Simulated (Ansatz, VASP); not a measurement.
## Two plane-wave programs on WS2

POSCAR

```
WS2
1.0
    3.1814117282      0.0000000000      0.0000000000
   -1.5907058641      2.7551833765      0.0000000000
    0.0000000000      0.0000000000     23.2143834205
W S
2 4
Direct
    0.3333333333      0.6666666667      0.6379434935
    0.6666666667      0.3333333333      0.3620565065
    0.3333333333      0.6666666667      0.2962425097
    0.6666666667      0.3333333333      0.5721038223
    0.3333333333      0.6666666667      0.4278961777
    0.6666666667      0.3333333333      0.7037574903
```

File INCAR.step1:

```
ALGO     = Normal         # electronic algorithm
EDIFF    = 1E-4           # SCF threshold, eV
ENCUT    = 520            # plane-wave cutoff, eV
GGA      = PE             # functional
ISMEAR   = 0              # smearing method
LASPH    = True           # aspherical terms in the spheres
LCHARG   = False          # write CHGCAR
LREAL    = False          # projectors in reciprocal space
LWAVE    = True           # write WAVECAR
NBANDS   = 35             # bands
NELM     = 60             # most SCF steps
PREC     = Accurate       # precision mode
SIGMA    = 0.05           # smearing width, eV
```

INCAR.step2

```
ALGO     = Normal         # electronic algorithm
EDIFF    = 1E-6           # SCF threshold, eV
ENCUT    = 520            # plane-wave cutoff, eV
ISIF     = 2              # what is computed and relaxed
ISMEAR   = 0              # smearing method
ISTART   = 1            
LASPH    = True           # aspherical terms in the spheres
LCHARG   = True           # write CHGCAR
LELF     = True           # ELF
LMIXTAU  = True         
LREAL    = False          # projectors in reciprocal space
LVHAR    = True         
LWAVE    = False          # write WAVECAR
METAGGA  = R2SCAN         # meta-GGA
NBANDS   = 35             # bands
NELM     = 60             # most SCF steps
PREC     = Accurate       # precision mode
SIGMA    = 0.05           # smearing width, eV
```

File KPOINTS:

```
k-points
0
Gamma
  12 12 2
```

Input for Ansatz:

```yaml
crystal:
  lattice:
    - [3.1814117282, 0.0, 0.0]
    - [-1.5907058641, 2.7551833765, 0.0]
    - [0.0, 0.0, 23.2143834205]
  atoms:
    - { symbol: W, position: [0.3333333333, 0.6666666667, 0.6379434935] }
    - { symbol: W, position: [0.6666666667, 0.3333333333, 0.3620565065] }
    - { symbol: S, position: [0.3333333333, 0.6666666667, 0.2962425097] }
    - { symbol: S, position: [0.6666666667, 0.3333333333, 0.5721038223] }
    - { symbol: S, position: [0.3333333333, 0.6666666667, 0.4278961777] }
    - { symbol: S, position: [0.6666666667, 0.3333333333, 0.7037574903] }
basis:
  ecutwfc: 500
kpoints:
  mp_grid: { grid: [12, 12, 2] }
hamiltonian:
  xc: r2scan
scf:
  occupations: { method: gaussian, width: 0.05 }
output:
  forces: true
  stress: true
  eigenvalues: true
```

Change from the starting cell: strain -0.0200 x Voigt [0, 0, 1, 0, 0, 0], atoms carried along.

Alike in both runs: task single point; functional r2SCAN; k mesh 12 × 12 × 2; occupations gaussian, width 0.05 eV; no spin polarisation.

|  | VASP | Ansatz |
| --- | --- | --- |
| version | VASP 6.6.1 | Ansatz 0.2.0 |
| potentials or method | VASP PAW PBE potentials, release 64 (W_sv, S), cutoff 520 eV | scalar-relativistic, plane waves, PAW |
| valence electrons in the cell | 52 | 52 |

Ansatz gave:

* gap on the k mesh at the Fermi level (eV): 1.31
* least direct gap on the mesh (eV): 1.82
* rms of the force components (eV/Å): 0.316

Problem. Which values does VASP return?

Solution. gap on the k mesh at the Fermi level (eV): 1.33; least direct gap on the mesh (eV): 1.82; rms of the force components (eV/Å): 0.326.

VASP's potentials were made for PBE, not for r2SCAN. Atom by atom the forces differ by 0.010 eV/Å (rms over components).

Neither program's run includes spin-orbit coupling.
